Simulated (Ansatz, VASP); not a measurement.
**One calculation of Rh, two programs**

INCAR

```
SYSTEM = Rh
  PREC = Accurate
  ENCUT = 500
  EDIFF = 1E-6
  ISMEAR = -1
  SIGMA = 0.1
  LREAL = .FALSE.
  LASPH = .TRUE.
  NELM = 200
  ALGO = Normal
  ISIF = 2
  LWAVE = .FALSE.
  LCHARG = .FALSE.
  ISPIN = 2
  MAGMOM = 0
  LORBIT = 11
  LMAXMIX = 4
  GGA = PE
  NBANDS = 18
  GGA_COMPAT = .FALSE.
```

The input KPOINTS:

```
Automatic mesh
0
G
  8 8 8
  0 0 0
```

The input POSCAR:

```
Rh
1.0
    0.0000000000      1.9945000000      1.9945000000
    1.9945000000      0.0000000000      1.9945000000
    1.9945000000      1.9945000000      0.0000000000
Rh
1
Direct
    0.0000000000      0.0000000000      0.0000000000
```

Input for Ansatz:

```yaml
crystal:
  lattice:
    - [0, 1.9945, 1.9945]
    - [1.9945, 0, 1.9945]
    - [1.9945, 1.9945, 0]
  atoms:
    - { symbol: Rh, position: [0, 0, 0] }
kpoints:
  mp_grid: { grid: [8, 8, 8], shift: [0, 0, 0] }
hamiltonian:
  xc: pbe
  pseudopotentials: { kind: paw }
magnetization:
  spin_polarized: true
scf:
  occupations: { method: fermi_dirac }
```

Alike in both runs: task single point; functional PBE; k mesh 8 × 8 × 8; collinear spin.

|  | VASP | Ansatz |
| --- | --- | --- |
| version | VASP 6.6.1 | Ansatz 0.2 development build |
| potentials or method | VASP PAW PBE potentials, release 64 (Rh_pv) | PAW hard, scalar-relativistic |
| plane-wave cutoff (eV) | 500 | 540 |
| occupations | fermi-dirac, width 0.1 eV | fermi-dirac |

|  | VASP | Ansatz | Ansatz less VASP |
| --- | --- | --- | --- |
| net moment per atom (μB) | 0.00 | 0.00 | 0.000 |
